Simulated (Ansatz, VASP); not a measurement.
Cd2Se3: VASP beside Ansatz

File POSCAR:

```
Cd2Se3
1.0
    5.2353904572      0.0000000000      0.0000000000
    0.0000000000      5.2353904572      0.0000000000
    0.0000000000      0.0000000000      5.2353904572
Cd Se
2 3
Direct
    0.0000000000      0.0000000000      0.0000000000
    0.5000000000      0.5000000000      0.5000000000
    0.0000000000      0.5000000000      0.5000000000
    0.5000000000      0.0000000000      0.5000000000
    0.5000000000      0.5000000000      0.0000000000
```

File INCAR.step1:

```
PREC = Accurate
ENCUT = 520
ISMEAR = 0
SIGMA = 0.1
LREAL = F
LASPH = T
NELM = 100
NBANDS = 29
GGA = PE
ALGO = Normal
EDIFF = 1E-4
LWAVE = T
LCHARG = F
```

Contents of INCAR.step2:

```
PREC = Accurate
ENCUT = 520
EDIFF = 1E-6
ISMEAR = 0
SIGMA = 0.1
LREAL = F
LASPH = T
NELM = 100
ALGO = Normal
ISIF = 2
LWAVE = F
LCHARG = T
METAGGA = R2SCAN
LMIXTAU = T
LELF = T
LVHAR = T
NBANDS = 29
ISTART = 1
```

KPOINTS

```
Automatic mesh
0
Gamma
  8 8 8
```

Input for Ansatz:

```yaml
crystal:
  lattice:
    - [5.2353904572, 0.0, 0.0]
    - [0.0, 5.2353904572, 0.0]
    - [0.0, 0.0, 5.2353904572]
  atoms:
    - { symbol: Cd, position: [0.0, 0.0, 0.0] }
    - { symbol: Cd, position: [0.5, 0.5, 0.5] }
    - { symbol: Se, position: [0.0, 0.5, 0.5] }
    - { symbol: Se, position: [0.5, 0.0, 0.5] }
    - { symbol: Se, position: [0.5, 0.5, 0.0] }
kpoints:
  mp_grid: { grid: [8, 8, 8] }
hamiltonian:
  xc: r2scan
scf:
  occupations: { method: gaussian, width: 0.1 }
  convergence: { dr2_threshold: 1.0e-09 }
output:
  forces: true
  eigenvalues: true
  stress: true
```

Alike in both runs: task single point; functional r2SCAN; k mesh 8 × 8 × 8; occupations gaussian, width 0.1 eV; no spin polarisation.

|  | VASP | Ansatz |
| --- | --- | --- |
| version | VASP 6.6.1 | Ansatz 0.2.0 |
| potentials or method | VASP PAW PBE potentials, release 64 (Cd, Se) | scalar-relativistic, plane waves, PAW |
| plane-wave cutoff (eV) | 520 | 500 |
| valence electrons in the cell | 42 | 88 |

|  | VASP | Ansatz | Ansatz less VASP |
| --- | --- | --- | --- |
| gap on the k mesh at the Fermi level (eV) | none | none | - |
| pressure (GPa) | -1.0 | -1.3 | -0.26 |

VASP's potentials were made for PBE, not for r2SCAN. A gap of «none» marks a metal or a gap that the smearing closes. With one functional, cell and mesh, what is left measures potentials, basis and numerics. VASP's potentials hold 42 valence electrons a cell and Ansatz's 88, so a difference there can come from the potentials and not from the codes. Ansatz's warnings: stress scf threshold loose.
